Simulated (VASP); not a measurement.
# Ag (Fm-3m) in VASP: notebook

Runs on Ag. Level: r2SCAN. Tasks: single point.

All numbers are computed with VASP 6.6.1; they aren't measurements. Logs are shortened: lines on timing, memory, paths and dates and some standing lists are left out, and cuts for length are marked.

## Step 1: The cell of the first run

It takes space group Fm-3m (No. 225, cubic). The conventional cell has a = 4.048 Å, b = 4.048 Å, c = 4.048 Å, α = 90.00°, β = 90.00°, γ = 90.00°. Within 3.8 Å of Ag (site symmetry m-3m) lie 12 Ag at 2.86 Å.

## Step 2: Single point, r2SCAN (16.59 Å³/atom)

Contents of POSCAR:

```
Ag
1.0
    0.0000000000      2.0241705179      2.0241705179
    2.0241705179      0.0000000000      2.0241705179
    2.0241705179      2.0241705179      0.0000000000
Ag
1
Direct
    0.0000000000      0.0000000000      0.0000000000
```

Contents of INCAR.step1:

```
PREC     = Accurate       # precision mode
ENCUT    = 520            # plane-wave cutoff, eV
ISMEAR   = -1             # smearing method
SIGMA    = 0.1            # smearing width, eV
LREAL    = F              # projectors in reciprocal space
LASPH    = T              # aspherical terms in the spheres
NELM     = 100            # most SCF steps
NBANDS   = 12             # bands
GGA      = PE             # functional
ALGO     = Normal         # electronic algorithm
EDIFF    = 1E-4           # SCF threshold, eV
LWAVE    = T              # write WAVECAR
LCHARG   = F              # write CHGCAR
```

Contents of INCAR.step2:

```
PREC     = Accurate       # precision mode
ENCUT    = 520            # plane-wave cutoff, eV
EDIFF    = 1E-6           # SCF threshold, eV
ISMEAR   = -1             # smearing method
SIGMA    = 0.1            # smearing width, eV
LREAL    = F              # projectors in reciprocal space
LASPH    = T              # aspherical terms in the spheres
NELM     = 100            # most SCF steps
ALGO     = Normal         # electronic algorithm
ISIF     = 2              # what is computed and relaxed
LWAVE    = F              # write WAVECAR
LCHARG   = F              # write CHGCAR
METAGGA  = R2SCAN         # meta-GGA
LMIXTAU  = T            
NBANDS   = 12             # bands
ISTART   = 1
```

Contents of KPOINTS:

```
Automatic mesh
0
Gamma
  22 22 22
```

Potentials or basis: VASP PAW PBE potentials, release 64 (Ag).

Run with:

```
> cat potpaw_PBE.64/Ag/POTCAR > POTCAR
> cp INCAR.step1 INCAR
> mpirun -np 1 vasp_std > vasp.out
> cp INCAR.step2 INCAR
> mpirun -np 1 vasp_std > vasp.out
```

OUTCAR:

```text
PREC = Accurate
   ENCUT = 520
   EDIFF = 1E-6
   ISMEAR = -1
   LREAL = F
   LASPH = T
   NELM = 100
   ISIF = 2
   METAGGA = R2SCAN
   ISTART = 1

 ion  position               nearest neighbor table
   1  0.000  0.000  0.000-

  LATTYP: Found a face centered cubic cell.
 ALAT       =     4.0483410358

  Lattice vectors:

 A1 = (   0.0000000000,   2.0241705179,   2.0241705179)
 A2 = (   2.0241705179,   0.0000000000,   2.0241705179)
 A3 = (   2.0241705179,   2.0241705179,   0.0000000000)

Analysis of symmetry for initial positions (statically):
=====================================================================
 Subroutine PRICEL returns:
 Original cell was already a primitive cell.

 Routine SETGRP: Setting up the symmetry group for a
 face centered cubic supercell.

 Subroutine GETGRP returns: Found 48 space group operations
 (whereof 48 operations were pure point group operations)
 out of a pool of 48 trial point group operations.

The static configuration has the point symmetry O_h .

Analysis of symmetry for dynamics (positions and initial velocities):
=====================================================================
 Subroutine PRICEL returns:
 Original cell was already a primitive cell.

 Routine SETGRP: Setting up the symmetry group for a
 face centered cubic supercell.

 Subroutine GETGRP returns: Found 48 space group operations
 (whereof 48 operations were pure point group operations)
 out of a pool of 48 trial point group operations.

The dynamic configuration has the point symmetry O_h .

 Subroutine INISYM returns: Found 48 space group operations
 (whereof 48 operations are pure point group operations),
 and found     1 'primitive' translations

----------------------------------------------------------------------------------------

                                     Primitive cell

  volume of cell :      16.5871

  direct lattice vectors                    reciprocal lattice vectors
     0.000000000  2.024170518  2.024170518    -0.247014763  0.247014763  0.247014763
     2.024170518  0.000000000  2.024170518     0.247014763 -0.247014763  0.247014763
     2.024170518  2.024170518  0.000000000     0.247014763  0.247014763 -0.247014763

  length of vectors
     2.862609399  2.862609399  2.862609399     0.427842119  0.427842119  0.427842119

  position of ions in fractional coordinates (direct lattice)
     0.000000000  0.000000000  0.000000000

  ion indices of the primitive-cell ions
   primitive index   ion index
                 1           1

----------------------------------------------------------------------------------------

 KPOINTS: Automatic mesh

Automatic generation of k-mesh.
 Grid dimensions read from file:
 generate k-points for:   22   22   22

 Generating k-lattice:

  Cartesian coordinates                     Fractional coordinates (reciprocal lattice)
    -0.011227944  0.011227944  0.011227944     0.045454545  0.000000000  0.000000000
     0.011227944 -0.011227944  0.011227944     0.000000000  0.045454545  0.000000000
     0.011227944  0.011227944 -0.011227944     0.000000000  0.000000000  0.045454545

  Length of vectors
     0.019447369  0.019447369  0.019447369

  Shift w.r.t. Gamma in fractional coordinates (k-lattice)
     0.000000000  0.000000000  0.000000000

 Subroutine IBZKPT returns following result:
 ===========================================

 Found    328 irreducible k-points:

 Following reciprocal coordinates:
            Coordinates               Weight
  0.000000  0.000000  0.000000      1.000000
  0.045455  0.000000  0.000000      8.000000
  0.090909  0.000000  0.000000      8.000000
  0.136364  0.000000  0.000000      8.000000
  0.181818  0.000000  0.000000      8.000000
  0.227273  0.000000  0.000000      8.000000
[... 16 lines left out ...]
  0.500000  0.045455  0.000000     24.000000
 -0.454545  0.045455  0.000000     24.000000
 [... further k-points ...]
   k-points           NKPTS =    328   k-points in BZ     NKDIM =    328   number of bands    NBANDS=     12
   number of dos      NEDOS =    301   number of ions     NIONS =      1
   total plane-waves  NPLWV =  13824
   dimension x,y,z NGX =    24 NGY =   24 NGZ =   24
   dimension x,y,z NGXF=    48 NGYF=   48 NGZF=   48
   ions per type =               1
   NGX,Y,Z   is equivalent  to a cutoff of  13.94, 13.94, 13.94 a.u.
   NGXF,Y,Z  is equivalent  to a cutoff of  27.88, 27.88, 27.88 a.u.
 SYSTEM =  unknown system
   PREC   = accura    normal or accurate (medium, high low for compatibility)
   ISTART =      1    job   : 0-new  1-cont  2-samecut
   ICHARG =      0    charge: 1-file 2-atom 10-const
   ISPIN  =      1    spin polarized calculation?
   LNONCOLLINEAR =      F non collinear calculations
   LSORBIT =      F    spin-orbit coupling
   LASPH  =      T    aspherical Exc in radial PAW
   ENCUT  =  520.0 eV  38.22 Ry    6.18 a.u.   5.32  5.32  5.32*2*pi/ulx,y,z
   NELM   =    100;   NELMIN=  2; NELMDL=  0     # of ELM steps
   EDIFF  = 0.1E-05   stopping-criterion for ELM
   LREAL  =      F    real-space projection
   EDIFFG = 0.1E-04   stopping-criterion for IOM
   NSW    =      0    number of steps for IOM
   IBRION =     -1    ionic relax: 0-MD 1-quasi-New 2-CG
   NFREE  =      0    steps in history (QN), initial steepest desc. (CG)
   ISIF   =      2    stress and relaxation
   ISYM   =      2    0-nonsym 1-usesym 2-fastsym
   POTIM  = 0.5000    time-step for ionic-motion
   TEBEG  =    0.0;   TEEND  =   0.0 temperature during run
   PSTRESS=    0.0 pullay stress
   NELECT =      11.0000    total number of electrons
   NUPDOWN=      -1.0000    fix difference up-down
   EMIN   =  10.00;   EMAX   =-10.00  energy-range for DOS
   EFERMI =   0.00;   METHOD = LEGACY
   ISMEAR =    -1;   SIGMA  =   0.10  broadening in eV -4-tet -1-fermi 0-gaus
   EFERMI_NEDOS =   21; number of points for ismear=-14 and -15
   IALGO  =     38    algorithm
   IMIX   =      4    mixing-type and parameters
     AMIX     =   0.40;   BMIX     =  1.00
     AMIX_MAG =   1.60;   BMIX_MAG =  1.00
  volume/ion in A,a.u.               =      16.59       111.94
  Fermi-wavevector in a.u.,A,eV,Ry     =   1.427629  2.697827 27.730360  2.038124
  Thomas-Fermi vector in A             =   2.547778
   LORBIT       =      0    0 simple, 1 ext, 2 COOP (PROOUT), +10 PAW based schemes
   METAGGA = R2SCAN    functional components
   LHFCALC =     F    Hartree Fock is set to
   AEXX    =    0.0000 exact exchange contribution
   IVDW    =     0    specifies the selected vdW correction
   LEPSILON=     F    determine dielectric tensor
   LRPA    =     F    only Hartree local field effects (RPA)
 non-spin polarized calculation
  energy-cutoff  :      520.00
  volume of cell :       16.59
 maximum number of plane-waves:       461
 NGX is ok and might be reduce to    24
   NGX = 11   NGY = 11   NGZ = 11

 number of electron      11.0000001 magnetization

 Free energy of the ion-electron system (eV)
  ---------------------------------------------------
  ext. energy  EPLUGINS =         0.00000000
  ---------------------------------------------------
  free energy    TOTEN  =       -21.35214049 eV

  energy without entropy =      -21.34530893  energy(sigma->0) =      -21.34872471

 E-fermi :   8.8582     XC(G=0): -13.1626

 val. band max:        8.8540653166   @ k =   0.5000   0.2727   0.0909
 cond. band min:       8.8637432998   @ k =   0.5000   0.0909   0.0000
 fundamental gap:      0.0096779832
 Fermi energy:         8.8582175507

 k-point     1 :       0.0000    0.0000    0.0000
  band No.  band energies     occupation
      1       0.6440      2.00000
      2       3.5740      2.00000
      3       3.5740      2.00000
      4       3.5740      2.00000
      5       4.6721      2.00000
      6       4.6721      2.00000
      7      25.5377      0.00000
      8      29.4430      0.00000
      9      29.4430      0.00000
     10      29.4430      0.00000
     11      34.4674      0.00000
     12      35.7127      0.00000

 k-point     2 :       0.0455    0.0000    0.0000
  band No.  band energies     occupation
      1       0.7127      2.00000
      2       3.5575      2.00000
      3       3.5936      2.00000
      4       3.5936      2.00000
      5       4.6643      2.00000
      6       4.6643      2.00000
      7      25.5593      0.00000
      8      28.8213      0.00000
      9      29.4747      0.00000
     10      29.4747      0.00000
     11      34.6807      0.00000
     12      35.6333      0.00000

 k-point     3 :       0.0909    0.0000    0.0000
  band No.  band energies     occupation
      1       0.9135      2.00000
      2       3.5156      2.00000
      3       3.6472      2.00000
      4       3.6472      2.00000
      5       4.6462      2.00000
      6       4.6462      2.00000
      7      25.5198      0.00000
      8      27.5613      0.00000
      9      29.5592      0.00000
     10      29.5592      0.00000
     11      34.1267      0.00000
     12      35.3653      0.00000
[... 286 lines left out ...]
 k-point    23 :       0.5000    0.0455    0.0000
  band No.  band energies     occupation
      1       1.9459      2.00000
      2       3.5191      2.00000
      3       3.5781      2.00000
      4       5.3791      2.00000
      5       5.5318      2.00000
      6       8.5421      1.91868
      7      12.7707      0.00000
      8      24.7515      0.00000
      9      27.3634      0.00000
     10      27.4591      0.00000
     11      33.0931      0.00000
     12      33.1425      0.00000

 k-point    24 :      -0.4545    0.0455    0.0000
  band No.  band energies     occupation
      1       1.9516      2.00000
      2       3.5277      2.00000
      3       3.5778      2.00000
      4       5.3968      2.00000
      5       5.4860      2.00000
      6       8.3830      1.98288
      7      12.9706      0.00000
      8      24.7594      0.00000
      9      27.1913      0.00000
     10      27.7361      0.00000
     11      32.9903      0.00000
     12      33.1847      0.00000

 [... further k-points ...]

------------------------ aborting loop because EDIFF is reached ----------------------------------------

  FORCE on cell =-STRESS in cart. coord.  units (eV):
  Direction    XX          YY          ZZ          XY          YZ          ZX
  --------------------------------------------------------------------------------------
  -------------------------------------------------------------------------------------
  Total        0.5170491      0.5170491      0.5170491     -0.0000000     -0.0000000     -0.0000000
  in kB       49.9425973     49.9425973     49.9425973     -0.0000000     -0.0000000     -0.0000000
  external PRESSURE =      49.9425973 kB  Pullay stress =       0.0000000 kB

 VOLUME and BASIS-vectors are now :
 -----------------------------------------------------------------------------
  energy-cutoff  :      520.00
  volume of cell :       16.59
      direct lattice vectors                 reciprocal lattice vectors
     0.000000000  2.024170518  2.024170518    -0.247014763  0.247014763  0.247014763
     2.024170518  0.000000000  2.024170518     0.247014763 -0.247014763  0.247014763
     2.024170518  2.024170518  0.000000000     0.247014763  0.247014763 -0.247014763

 POSITION                                       TOTAL-FORCE (eV/Angst)
 -----------------------------------------------------------------------------------
      0.00000      0.00000      0.00000         0.000000      0.000000     -0.000000
 -----------------------------------------------------------------------------------
    total drift:                                0.000000      0.000000     -0.000000

  FREE ENERGIE OF THE ION-ELECTRON SYSTEM (eV)
  ---------------------------------------------------
  free  energy   TOTEN  =       -21.3521404946 eV

  energy  without entropy=      -21.3453089316  energy(sigma->0) =      -21.34872471
```

It took 4.4 min on 1 thread of Intel Xeon 8259CL, shared host; peak memory 0.19 GiB.

Results:

| Property | Result |
| --- | --- |
| Free energy | -21.3521 eV |
| Pressure | 5.0 GPa |
| Band gap on the k mesh | zero (an odd number of electrons rules out a gap without spin polarisation) |

Caveat: the cell stands under pressure; the PAW data sets were made with another functional, which shifts forces and pressure a little.

## Step 3: Single point, r2SCAN

This run uses another cell than the first one, of 17.28 Å³/atom.

Contents of POSCAR:

```
Ag
1.0
    0.0000000000      2.0519023272      2.0519023272
    2.0519023272      0.0000000000      2.0519023272
    2.0519023272      2.0519023272      0.0000000000
Ag
1
Direct
    0.0000000000      0.0000000000      0.0000000000
```

Contents of INCAR.step1:

```
SYSTEM = Ag
PREC = Accurate ; ENCUT = 520
ISMEAR = -1 ; SIGMA = 0.1
LREAL = .False. ; LASPH = .True.
NELM = 80 ; NBANDS = 12
GGA = PE ; ALGO = Normal
EDIFF = 1E-4 ; LWAVE = .True.
LCHARG = .False.
```

Contents of INCAR.step2:

```
SYSTEM = Ag
PREC = Accurate ; ENCUT = 520
EDIFF = 1E-7 ; ISMEAR = -1
SIGMA = 0.1 ; LREAL = .False.
LASPH = .True. ; NELM = 80
ALGO = Normal ; ISIF = 2
LWAVE = .False. ; LCHARG = .False.
METAGGA = R2SCAN ; LMIXTAU = .True.
NBANDS = 12 ; ISTART = 1
```

Contents of KPOINTS:

```
regular mesh
0
Gamma
  22 22 22
  0 0 0
```

Potentials or basis: VASP PAW PBE potentials, release 64 (Ag).

Run with:

```
> cat potpaw_PBE.64/Ag/POTCAR > POTCAR
> cp INCAR.step1 INCAR
> mpirun -np 1 vasp_std > vasp.out
> cp INCAR.step2 INCAR
> mpirun -np 1 vasp_std > vasp.out
```

OUTCAR:

```text
SYSTEM = Ag
   PREC = Accurate
   ENCUT = 520
   EDIFF = 1E-7
   ISMEAR = -1
   LREAL = .False.
   LASPH = .True.
   NELM = 80
   ISIF = 2
   METAGGA = R2SCAN
   ISTART = 1

 ion  position               nearest neighbor table
   1  0.000  0.000  0.000-

  LATTYP: Found a face centered cubic cell.
 ALAT       =     4.1038046544

  Lattice vectors:

 A1 = (   0.0000000000,   2.0519023272,   2.0519023272)
 A2 = (   2.0519023272,   0.0000000000,   2.0519023272)
 A3 = (   2.0519023272,   2.0519023272,   0.0000000000)

Analysis of symmetry for initial positions (statically):
=====================================================================
 Subroutine PRICEL returns:
 Original cell was already a primitive cell.

 Routine SETGRP: Setting up the symmetry group for a
 face centered cubic supercell.

 Subroutine GETGRP returns: Found 48 space group operations
 (whereof 48 operations were pure point group operations)
 out of a pool of 48 trial point group operations.

The static configuration has the point symmetry O_h .

Analysis of symmetry for dynamics (positions and initial velocities):
[... 166 lines left out ...]
      1       0.3903      2.00000
      2       3.1580      2.00000
      3       3.1580      2.00000
      4       3.1580      2.00000
      5       4.1782      2.00000
      6       4.1782      2.00000
      7      24.8686      0.00000
      8      28.5155      0.00000
      9      28.5155      0.00000
     10      28.5155      0.00000
     11      33.4438      0.00000
     12      34.4060      0.00000
[... 331 lines left out ...]
 k-point    24 :      -0.4545    0.0455    0.0000
  band No.  band energies     occupation
      1       1.6473      2.00000
      2       3.1170      2.00000
      3       3.1633      2.00000
      4       4.8599      2.00000
      5       4.9364      2.00000
      6       7.9074      1.95705
      7      12.1682      0.00000
      8      24.0684      0.00000
      9      26.1717      0.00000
     10      26.7048      0.00000
     11      31.8033      0.00000
     12      32.0141      0.00000

 [... further k-points ...]

------------------------ aborting loop because EDIFF is reached ----------------------------------------

  FORCE on cell =-STRESS in cart. coord.  units (eV):
  Direction    XX          YY          ZZ          XY          YZ          ZX
  --------------------------------------------------------------------------------------
  -------------------------------------------------------------------------------------
  Total        0.0176440      0.0176440      0.0176440      0.0000000      0.0000000      0.0000000
  in kB        1.6360869      1.6360869      1.6360869      0.0000000      0.0000000      0.0000000
  external PRESSURE =       1.6360869 kB  Pullay stress =       0.0000000 kB

 VOLUME and BASIS-vectors are now :
 -----------------------------------------------------------------------------
  energy-cutoff  :      520.00
  volume of cell :       17.28
      direct lattice vectors                 reciprocal lattice vectors
     0.000000000  2.051902327  2.051902327    -0.243676316  0.243676316  0.243676316
     2.051902327  0.000000000  2.051902327     0.243676316 -0.243676316  0.243676316
     2.051902327  2.051902327  0.000000000     0.243676316  0.243676316 -0.243676316

 POSITION                                       TOTAL-FORCE (eV/Angst)
 -----------------------------------------------------------------------------------
      0.00000      0.00000      0.00000         0.000000      0.000000      0.000000
 -----------------------------------------------------------------------------------
    total drift:                               -0.000000      0.000000      0.000000

  FREE ENERGIE OF THE ION-ELECTRON SYSTEM (eV)
  ---------------------------------------------------
  free  energy   TOTEN  =       -21.3630777361 eV

  energy  without entropy=      -21.3560647812  energy(sigma->0) =      -21.35957126
```

It took 5 min on 1 thread of Intel Xeon 8259CL, shared host; peak memory 0.2 GiB.

Results:

* Free energy: -21.3631 eV
* Pressure: 0.2 GPa
* Band gap on the k mesh: zero (an odd number of electrons rules out a gap without spin polarisation)

Caveat: the PAW data sets were made with another functional, which shifts forces and pressure a little.

(Continued in part 2 of 2.)
